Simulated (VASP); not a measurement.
PtSe2, 3 atoms in the cell. Symmetry: P-3m1, No. 164, trigonal system. The conventional cell has a = 3.755 Å, b = 3.755 Å, c = 4.786 Å, α = 90.00°, β = 90.00°, γ = 120.00°. Within 3.3 Å of Pt (site symmetry -3m) lie 6 Se at 2.51 Å. Within 3.3 Å of Se (site symmetry 3m) lie 3 Pt at 2.51 Å and 3 Se at 3.13 Å. 

- Program: VASP 6.6.1
- Task: vibrations by perturbation theory
- Functional: PBEsol
- Potentials or basis: VASP PAW PBE potentials, release 64 (Pt, Se)
- Cutoff: 500 eV
- k mesh: 12 × 12 × 8
- Occupations: fermi-dirac, width 0.15 eV
- Spin: no spin polarisation
- Dipole correction: no
- Further INCAR settings: ALGO = Normal; EDIFF = 1e-08; NBANDS = 18; IBRION = 8; NSW = 1

Potentials or basis: VASP PAW PBE potentials, release 64 (Pt, Se).

Launch:

```bash
$ cat potpaw_PBE.64/Pt/POTCAR potpaw_PBE.64/Se/POTCAR > POTCAR
$ mpirun -np 1 vasp_std > vasp.out
```

Hardware: 1 thread of Intel(R) Xeon(R) 6975P-C (Granite Rapids), on a shared host.

Question: How long does it take, and how much memory?

Answer: Run time: 12 min on 1 thread of Intel(R) Xeon(R) 6975P-C (Granite Rapids) (shared host), peak memory 1.4 GiB. Counts: scf iterations 70, k points 131.
